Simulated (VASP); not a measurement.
Input of a VASP 6.6.1 run:

The input INCAR:

```
PREC = Accurate
ENCUT = 520
EDIFF = 1E-6
ISMEAR = 0
SIGMA = 0.1
LREAL = F
LASPH = T
NELM = 100
ALGO = Normal
ISIF = 2
LWAVE = F
LCHARG = F
GGA = PE
NBANDS = 16
```

The input KPOINTS:

```
Automatic mesh
0
Gamma
  4 4 6
```

File POSCAR:

```
ScSi2
1.0
    4.1391191000      0.0000000000      0.0000000000
    0.0000000000      4.1391191000      0.0000000000
    0.0000000000      0.0000000000      3.3076427000
Sc Si
1 2
Direct
    0.0000000000      0.0000000000      0.7706334800
    0.5000000000      0.0000000000      0.7546148500
    0.0000000000      0.5000000000      0.7546148500
```

Potentials or basis: VASP PAW PBE potentials, release 64 (Sc_sv, Si).

Command:

```bash
$ cat potpaw_PBE.64/Sc_sv/POTCAR potpaw_PBE.64/Si/POTCAR > POTCAR
$ mpirun -np 1 vasp_std > vasp.out
```

Task: Estimate the band gap on the k mesh.

Result: Zero (an odd number of electrons rules out a gap without spin polarisation).

Task: Predict the pressure.

Result: 46.2 GPa.

Task: What does it give for the largest force?

Result: 0.960 eV/Å.

Stress tensor (GPa, compression positive):
```
72.93  0.00  0.00
 0.00 72.93  0.00
 0.00  0.00 -7.23
```

Caveat: the k points lie up to 0.38 Å⁻¹ apart, too coarse for converged energies and pressures of a metal.
